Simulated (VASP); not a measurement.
# InP (I-4m2) in VASP: a series of runs

InP is run at these levels: r2SCAN; tasks: single point.

Program: VASP 6.6.1. These are calculated values, not measurements. Logs are shortened: lines on timing, memory, paths and dates and some standing lists are left out, and cuts for length are marked.

**1. The cell of the first run**

The structure is tetragonal, space group I-4m2 (No. 119). The conventional cell has a = 4.261 Å, b = 4.261 Å, c = 5.544 Å, α = 90.00°, β = 90.00°, γ = 90.00°. In (site symmetry -4m2) has 4 P at 2.54 Å within 3.4 Å. P (site symmetry -4m2) has 4 In at 2.54 Å within 3.4 Å.

**2. Single point, r2SCAN**

The input, POSCAR:

```
InP
1.0
    0.0000000000      3.0130923994      2.7720450074
    3.0130923994      0.0000000000      2.7720450074
    3.0130923994      3.0130923994      0.0000000000
In P
1 1
Direct
    0.0000000000      0.0000000000      0.0000000000
    0.7500000000      0.7500000000      0.7500000000
```

The input, INCAR.step1:

```
ALGO = Normal
EDIFF = 1E-4
ENCUT = 520
GGA = PE
ISMEAR = 0
LASPH = True
LCHARG = False
LREAL = False
LWAVE = True
NBANDS = 16
NELM = 100
PREC = Accurate
SIGMA = 0.05
```

The input, INCAR.step2:

```
ALGO = Normal
EDIFF = 1E-7
ENCUT = 520
ISIF = 2
ISMEAR = 0
ISTART = 1
LASPH = True
LCHARG = True
LELF = True
LMIXTAU = True
LREAL = False
LVHAR = True
LWAVE = False
METAGGA = R2SCAN
NBANDS = 16
NELM = 100
PREC = Accurate
SIGMA = 0.05
```

The input, KPOINTS:

```
k-points
0
Gamma
  10 10 10
```

Potentials or basis: VASP PAW PBE potentials, release 64 (In_d, P).

Started as:

```bash
cat potpaw_PBE.64/In_d/POTCAR potpaw_PBE.64/P/POTCAR > POTCAR
cp INCAR.step1 INCAR
mpirun -np 1 vasp_std > vasp.out
cp INCAR.step2 INCAR
mpirun -np 1 vasp_std > vasp.out
```

OUTCAR:

```text
EDIFF = 1E-7
   ENCUT = 520
   ISIF = 2
   ISMEAR = 0
   ISTART = 1
   LASPH = True
   LREAL = False
   METAGGA = R2SCAN
   NELM = 100
   PREC = Accurate

 ion  position               nearest neighbor table
   1  0.000  0.000  0.000-   2 2.54   2 2.54   2 2.54   2 2.54
   2  0.750  0.750  0.750-   1 2.54   1 2.54   1 2.54   1 2.54

  LATTYP: Found a body centered tetragonal cell.
 ALAT       =     4.2611561359
 C/A-ratio  =     1.3010764774

  Lattice vectors:

 A1 = (   0.0000000000,  -3.0130923994,  -2.7720450074)
 A2 = (   0.0000000000,   3.0130923994,  -2.7720450074)
 A3 = (   3.0130923994,   0.0000000000,   2.7720450074)

Analysis of symmetry for initial positions (statically):
=====================================================================
 Subroutine PRICEL returns:
 Original cell was already a primitive cell.

 Routine SETGRP: Setting up the symmetry group for a
 body centered tetragonal supercell.

 Subroutine GETGRP returns: Found  8 space group operations
 (whereof  8 operations were pure point group operations)
 out of a pool of 16 trial point group operations.

The static configuration has the point symmetry D_2d.

Analysis of symmetry for dynamics (positions and initial velocities):
=====================================================================
 Subroutine PRICEL returns:
 Original cell was already a primitive cell.

 Routine SETGRP: Setting up the symmetry group for a
 body centered tetragonal supercell.

 Subroutine GETGRP returns: Found  8 space group operations
 (whereof  8 operations were pure point group operations)
 out of a pool of 16 trial point group operations.

The dynamic configuration has the point symmetry D_2d.

 Subroutine INISYM returns: Found  8 space group operations
 (whereof  8 operations are pure point group operations),
 and found     1 'primitive' translations

----------------------------------------------------------------------------------------

                                     Primitive cell

  volume of cell :      50.3333

  direct lattice vectors                    reciprocal lattice vectors
     0.000000000  3.013092399  2.772045007    -0.165942472  0.165942472  0.180372252
     3.013092399  0.000000000  2.772045007     0.165942472 -0.165942472  0.180372252
     3.013092399  3.013092399  0.000000000     0.165942472  0.165942472 -0.180372252

  length of vectors
     4.094259314  4.094259314  4.261156136     0.295986414  0.295986414  0.295986414

  position of ions in fractional coordinates (direct lattice)
     0.000000000  0.000000000  0.000000000
     0.750000000  0.750000000  0.750000000

  ion indices of the primitive-cell ions
   primitive index   ion index
                 1           1
                 2           2

----------------------------------------------------------------------------------------

 KPOINTS: k-points

Automatic generation of k-mesh.
 Grid dimensions read from file:
 generate k-points for:   10   10   10

 Generating k-lattice:

  Cartesian coordinates                     Fractional coordinates (reciprocal lattice)
    -0.016594247  0.016594247  0.018037225     0.100000000  0.000000000  0.000000000
     0.016594247 -0.016594247  0.018037225     0.000000000  0.100000000  0.000000000
     0.016594247  0.016594247 -0.018037225    -0.000000000 -0.000000000  0.100000000

  Length of vectors
     0.029598641  0.029598641  0.029598641

  Shift w.r.t. Gamma in fractional coordinates (k-lattice)
     0.000000000  0.000000000  0.000000000

 Subroutine IBZKPT returns following result:
 ===========================================

 Found    102 irreducible k-points:

 Following reciprocal coordinates:
            Coordinates               Weight
  0.000000  0.000000  0.000000      1.000000
  0.100000  0.000000  0.000000      8.000000
  0.200000  0.000000  0.000000      8.000000
  0.300000  0.000000  0.000000      8.000000
  0.400000  0.000000  0.000000      8.000000
  0.500000  0.000000  0.000000      4.000000
[... 16 lines left out ...]
  0.300000  0.300000  0.000000      2.000000
  0.400000  0.300000  0.000000      8.000000
 [... further k-points ...]
   k-points           NKPTS =    102   k-points in BZ     NKDIM =    102   number of bands    NBANDS=     16
   number of dos      NEDOS =    301   number of ions     NIONS =      2
   total plane-waves  NPLWV =  28800
   dimension x,y,z NGX =    30 NGY =   30 NGZ =   32
   dimension x,y,z NGXF=    60 NGYF=   60 NGZF=   64
   ions per type =               1   1
   NGX,Y,Z   is equivalent  to a cutoff of  12.18, 12.18, 12.48 a.u.
   NGXF,Y,Z  is equivalent  to a cutoff of  24.36, 24.36, 24.97 a.u.
 SYSTEM =  unknown system
   PREC   = accura    normal or accurate (medium, high low for compatibility)
   ISTART =      1    job   : 0-new  1-cont  2-samecut
   ICHARG =      0    charge: 1-file 2-atom 10-const
   ISPIN  =      1    spin polarized calculation?
   LNONCOLLINEAR =      F non collinear calculations
   LSORBIT =      F    spin-orbit coupling
   LASPH  =      T    aspherical Exc in radial PAW
   ENCUT  =  520.0 eV  38.22 Ry    6.18 a.u.   7.61  7.61  7.92*2*pi/ulx,y,z
   NELM   =    100;   NELMIN=  2; NELMDL=  0     # of ELM steps
   EDIFF  = 0.1E-06   stopping-criterion for ELM
   LREAL  =      F    real-space projection
   EDIFFG = 0.1E-05   stopping-criterion for IOM
   NSW    =      0    number of steps for IOM
   IBRION =     -1    ionic relax: 0-MD 1-quasi-New 2-CG
   NFREE  =      0    steps in history (QN), initial steepest desc. (CG)
   ISIF   =      2    stress and relaxation
   ISYM   =      2    0-nonsym 1-usesym 2-fastsym
   POTIM  = 0.5000    time-step for ionic-motion
   TEBEG  =    0.0;   TEEND  =   0.0 temperature during run
   PSTRESS=    0.0 pullay stress
   NELECT =      18.0000    total number of electrons
   NUPDOWN=      -1.0000    fix difference up-down
   EMIN   =  10.00;   EMAX   =-10.00  energy-range for DOS
   EFERMI =   0.00;   METHOD = LEGACY
   ISMEAR =     0;   SIGMA  =   0.05  broadening in eV -4-tet -1-fermi 0-gaus
   EFERMI_NEDOS =   21; number of points for ismear=-14 and -15
   IALGO  =     38    algorithm
   IMIX   =      4    mixing-type and parameters
     AMIX     =   0.40;   BMIX     =  1.00
     AMIX_MAG =   1.60;   BMIX_MAG =  1.00
  volume/ion in A,a.u.               =      25.17       169.83
  Fermi-wavevector in a.u.,A,eV,Ry     =   1.162021  2.195901 18.371846  1.350293
  Thomas-Fermi vector in A             =   2.298587
   LORBIT       =      0    0 simple, 1 ext, 2 COOP (PROOUT), +10 PAW based schemes
   METAGGA = R2SCAN    functional components
   LHFCALC =     F    Hartree Fock is set to
   AEXX    =    0.0000 exact exchange contribution
   IVDW    =     0    specifies the selected vdW correction
   LEPSILON=     F    determine dielectric tensor
   LRPA    =     F    only Hartree local field effects (RPA)
 non-spin polarized calculation
 Gauss-broadening in eV      SIGMA  =   0.05
  energy-cutoff  :      520.00
  volume of cell :       50.33
 maximum number of plane-waves:      1375
   NGX = 15   NGY = 15   NGZ = 15

 number of electron      18.0000007 magnetization

 Free energy of the ion-electron system (eV)
  ---------------------------------------------------
  ext. energy  EPLUGINS =         0.00000000
  ---------------------------------------------------
  free energy    TOTEN  =       -32.26439593 eV

  energy without entropy =      -32.26439593  energy(sigma->0) =      -32.26439593

 E-fermi :   5.5319     XC(G=0):  -9.8869

 val. band max:        5.2453278483   @ k =   0.0000   0.0000   0.0000
 cond. band min:       6.1499679999   @ k =   0.0000   0.0000   0.0000
 fundamental gap:      0.9046401516
 Fermi energy:         5.5318995853

 k-point     1 :       0.0000    0.0000    0.0000
  band No.  band energies     occupation
      1      -9.6571      2.00000
      2      -9.6571      2.00000
      3      -9.6241      2.00000
      4      -9.4801      2.00000
      5      -9.4650      2.00000
      6      -6.9708      2.00000
[... 8 lines left out ...]
     15      14.2925      0.00000
     16      15.3869      0.00000

 k-point     2 :       0.1000    0.0000    0.0000
  band No.  band energies     occupation
      1      -9.6658      2.00000
      2      -9.6516      2.00000
      3      -9.6248      2.00000
      4      -9.4806      2.00000
      5      -9.4640      2.00000
      6      -6.8496      2.00000
[... 8 lines left out ...]
     15      14.4322      0.00000
     16      14.9925      0.00000

 k-point     3 :       0.2000    0.0000    0.0000
  band No.  band energies     occupation
      1      -9.6971      2.00000
      2      -9.6385      2.00000
      3      -9.6169      2.00000
      4      -9.4813      2.00000
      5      -9.4601      2.00000
      6      -6.5023      2.00000
[... 8 lines left out ...]
     15      14.0158      0.00000
     16      15.3117      0.00000

 k-point     4 :       0.3000    0.0000    0.0000
  band No.  band energies     occupation
      1      -9.7372      2.00000
      2      -9.6249      2.00000
      3      -9.6045      2.00000
      4      -9.4804      2.00000
      5      -9.4522      2.00000
      6      -5.9847      2.00000
[... 8 lines left out ...]
     15      14.3401      0.00000
     16      14.9686      0.00000
[... 324 lines left out ...]
 k-point    22 :      -0.2000    0.2000    0.0000
  band No.  band energies     occupation
      1      -9.7486      2.00000
      2      -9.6152      2.00000
      3      -9.5922      2.00000
      4      -9.4764      2.00000
      5      -9.4622      2.00000
      6      -5.8516      2.00000
[... 8 lines left out ...]
     15      15.5187      0.00000
     16      16.9180      0.00000

 k-point    23 :       0.3000    0.3000    0.0000
  band No.  band energies     occupation
      1      -9.7876      2.00000
      2      -9.5804      2.00000
      3      -9.5804      2.00000
      4      -9.5213      2.00000
      5      -9.4322      2.00000
      6      -5.5387      2.00000
[... 8 lines left out ...]
     15      15.3041      0.00000
     16      18.4498      0.00000

 k-point    24 :       0.4000    0.3000    0.0000
  band No.  band energies     occupation
      1      -9.8130      2.00000
      2      -9.5670      2.00000
      3      -9.5659      2.00000
      4      -9.5271      2.00000
      5      -9.4262      2.00000
      6      -5.0825      2.00000
[... 8 lines left out ...]
     15      15.9841      0.00000
     16      18.5003      0.00000

 [... further k-points ...]
[... 5 lines left out ...]
  --------------------------------------------------------------------------------------
  -------------------------------------------------------------------------------------
  Total        0.1104504      0.1104504      1.0754372      0.0000000      0.0000000      0.0000000
  in kB        3.5157875      3.5157875     34.2326467      0.0000000      0.0000000      0.0000000
  external PRESSURE =      13.7547406 kB  Pullay stress =       0.0000000 kB

 VOLUME and BASIS-vectors are now :
 -----------------------------------------------------------------------------
  energy-cutoff  :      520.00
  volume of cell :       50.33
      direct lattice vectors                 reciprocal lattice vectors
     0.000000000  3.013092399  2.772045007    -0.165942472  0.165942472  0.180372252
     3.013092399  0.000000000  2.772045007     0.165942472 -0.165942472  0.180372252
     3.013092399  3.013092399  0.000000000     0.165942472  0.165942472 -0.180372252

 POSITION                                       TOTAL-FORCE (eV/Angst)
 -----------------------------------------------------------------------------------
      0.00000      0.00000      0.00000        -0.000000     -0.000000     -0.000000
      4.51964      4.51964      4.15807         0.000000      0.000000      0.000000
 -----------------------------------------------------------------------------------
    total drift:                               -0.000007     -0.000007     -0.000017

  FREE ENERGIE OF THE ION-ELECTRON SYSTEM (eV)
  ---------------------------------------------------
  free  energy   TOTEN  =       -32.2643959287 eV

  energy  without entropy=      -32.2643959287  energy(sigma->0) =      -32.26439593
```

Wall time 6.4 min (1 thread of Intel Xeon Platinum 8375C at 2.90GHz (Ice Lake), shared host); peak memory 0.22 GiB.

Results:

* Free energy: -32.2644 eV
* Pressure: 1.4 GPa
* Band gap on the k mesh: 0.90 eV, direct

Stress tensor (GPa, compression positive):
```
0.35 0.00 0.00
0.00 0.35 0.00
0.00 0.00 3.42
```

Caveat: the PAW data sets were made with another functional, which shifts forces and pressure a little; spin-orbit coupling is left out, which moves the levels of the heavy elements.

**3. Single point, r2SCAN**

This run uses another cell than the first one, of the same volume but with other edges.

The input, POSCAR:

```
InP
1.0
    0.0000000000      2.8388612317      3.1227473548
    2.8388612317      0.0000000000      3.1227473548
    2.8388612317      2.8388612317      0.0000000000
In P
1 1
Direct
    0.0000000000      0.0000000000      0.0000000000
    0.7500000000      0.7500000000      0.7500000000
```

The input, INCAR.step1:

```
PREC = Accurate
ENCUT = 520
ISMEAR = 0
SIGMA = 0.05
LREAL = F
LASPH = T
NELM = 100
NBANDS = 16
GGA = PE
ALGO = Normal
EDIFF = 1E-4
LWAVE = T
LCHARG = F
```

The input, INCAR.step2:

```
PREC = Accurate
ENCUT = 520
EDIFF = 1E-6
ISMEAR = 0
SIGMA = 0.05
LREAL = F
LASPH = T
NELM = 100
ALGO = Normal
ISIF = 2
LWAVE = F
LCHARG = T
METAGGA = R2SCAN
LMIXTAU = T
LELF = T
LVHAR = T
NBANDS = 16
ISTART = 1
```

The input, KPOINTS:

```
Automatic mesh
0
Gamma
  10 10 10
```

Potentials or basis: VASP PAW PBE potentials, release 64 (In_d, P).

Started as:

```bash
cat potpaw_PBE.64/In_d/POTCAR potpaw_PBE.64/P/POTCAR > POTCAR
cp INCAR.step1 INCAR
mpirun -np 1 vasp_std > vasp.out
cp INCAR.step2 INCAR
mpirun -np 1 vasp_std > vasp.out
```

Run time: 4.5 min. Hardware: 1 thread of Intel Xeon Platinum 8375C at 2.90GHz (Ice Lake), shared host; peak memory 0.23 GiB.

Results (log left out):

```
Free energy            : -32.2450 eV
Pressure               : 1.4 GPa
Band gap on the k mesh : 0.93 eV, direct
```

Stress tensor (GPa, compression positive):
```
 3.06  0.00  0.00
 0.00  3.06  0.00
 0.00  0.00 -2.05
```

Levels at points of the mesh, in eV from the valence-band top:
| k point | band 5 | band 6 | band 7 | band 8 | band 9 | band 10 | band 11 | band 12 | band 13 | band 14 |
| --- | --- | --- | --- | --- | --- | --- | --- | --- | --- | --- |
| (0.00, 0.00, 0.00) | -14.66 | -12.15 | -0.55 | 0.00 | 0.00 | 0.93 | 4.26 | 4.26 | 4.43 | 8.53 |
| (0.50, 0.00, 0.00) | -14.63 | -10.35 | -6.04 | -1.52 | -0.83 | 1.53 | 4.85 | 5.35 | 7.45 | 9.77 |
| (0.50, 0.50, 0.00) | -14.65 | -9.92 | -6.45 | -2.18 | -2.18 | 2.25 | 2.98 | 9.02 | 10.17 | 10.17 |
| (0.50, 0.00, 0.50) | -14.61 | -9.56 | -5.82 | -2.76 | -2.71 | 1.67 | 2.09 | 9.46 | 9.80 | 9.89 |

Caveat: the PAW data sets were made with another functional, which shifts forces and pressure a little; spin-orbit coupling is left out, which moves the levels of the heavy elements.

**4. Single point, r2SCAN**

This run uses another cell than the first one, of the same volume but with other edges.

The input, POSCAR:

```
InP
1.0
    0.0000000000      3.3830151305      2.1989598348
    3.3830151305      0.0000000000      2.1989598348
    3.3830151305      3.3830151305      0.0000000000
In P
1 1
Direct
    0.0000000000      0.0000000000      0.0000000000
    0.7500000000      0.7500000000      0.7500000000
```

The input, INCAR.step1:

```
PREC = Accurate
ENCUT = 520
ISMEAR = 0
SIGMA = 0.05
LREAL = False
LASPH = True
NELM = 60
NBANDS = 16
GGA = PE
ALGO = Normal
EDIFF = 1E-4
LWAVE = True
LCHARG = False
```

The input, INCAR.step2:

```
PREC = Accurate
ENCUT = 520
EDIFF = 1E-6
ISMEAR = 0
SIGMA = 0.05
LREAL = False
LASPH = True
NELM = 60
ALGO = Normal
ISIF = 2
LWAVE = False
LCHARG = False
METAGGA = R2SCAN
LMIXTAU = True
NBANDS = 16
ISTART = 1
```

KPOINTS is that of step 3.

Started as:

```bash
cat potpaw_PBE.64/In_d/POTCAR potpaw_PBE.64/P/POTCAR > POTCAR
cp INCAR.step1 INCAR
mpirun -np 1 vasp_std > vasp.out
cp INCAR.step2 INCAR
mpirun -np 1 vasp_std > vasp.out
```

It took 6.1 min on 1 thread of Intel Xeon Platinum 8375C at 2.90GHz (Ice Lake), shared host; peak memory 0.23 GiB.

Results (log left out):

| Property | Result |
| --- | --- |
| Free energy | -31.7798 eV |
| Pressure | -3.1 GPa |
| Band gap on the k mesh | zero (band 9 reaches 5.64 eV, above the bottom of band 10 at 4.95 eV) |

Stress tensor (GPa, compression positive):
```
-6.20  0.00  0.00
 0.00 -6.20  0.00
 0.00  0.00  3.18
```

Levels at points of the mesh, in eV from the Fermi level:
```csv
k point,band 5,band 6,band 7,band 8,band 9,band 10,band 11,band 12,band 13,band 14
"(0.00, 0.00, 0.00)",-14.88,-11.94,-0.84,-0.84,0.14,0.50,4.88,5.52,5.52,6.73
"(0.50, 0.00, 0.00)",-14.82,-10.16,-5.77,-2.11,-0.69,0.27,3.74,5.98,7.73,9.79
"(0.50, 0.50, 0.00)",-14.78,-8.95,-4.19,-3.83,-3.83,0.00,1.49,9.76,9.76,11.18
"(0.50, 0.00, 0.50)",-14.85,-10.14,-6.68,-1.29,-1.09,2.96,4.10,6.96,7.02,7.26
```

Caveat: the PAW data sets were made with another functional, which shifts forces and pressure a little; spin-orbit coupling is left out, which moves the levels of the heavy elements.

**5. Overview**

```csv
cell,gap on the mesh (eV),pressure (GPa)
"a = 4.094, b = 4.094, c = 4.261 Å, angles 58.6, 58.6, 62.7°, 2 atoms",0.90,1.4
"a = 4.220, b = 4.220, c = 4.015 Å, angles 61.6, 61.6, 56.8°, 2 atoms",0.93,1.4
"a = 4.035, b = 4.035, c = 4.784 Å, angles 53.6, 53.6, 72.7°, 2 atoms",none,-3.1
```

Alike in all rows: task single point; level r2SCAN; potentials or basis VASP PAW PBE potentials, release 64 (In_d, P); no spin polarisation; k mesh 10 × 10 × 10; cutoff (eV) 520; smearing gaussian 0.05 eV.

Caveats: the PAW data sets were made with another functional, which shifts forces and pressure a little; spin-orbit coupling is left out, which moves the levels of the heavy elements.

Total energies depend on the potentials used, so only differences within one code and one set of settings carry meaning.
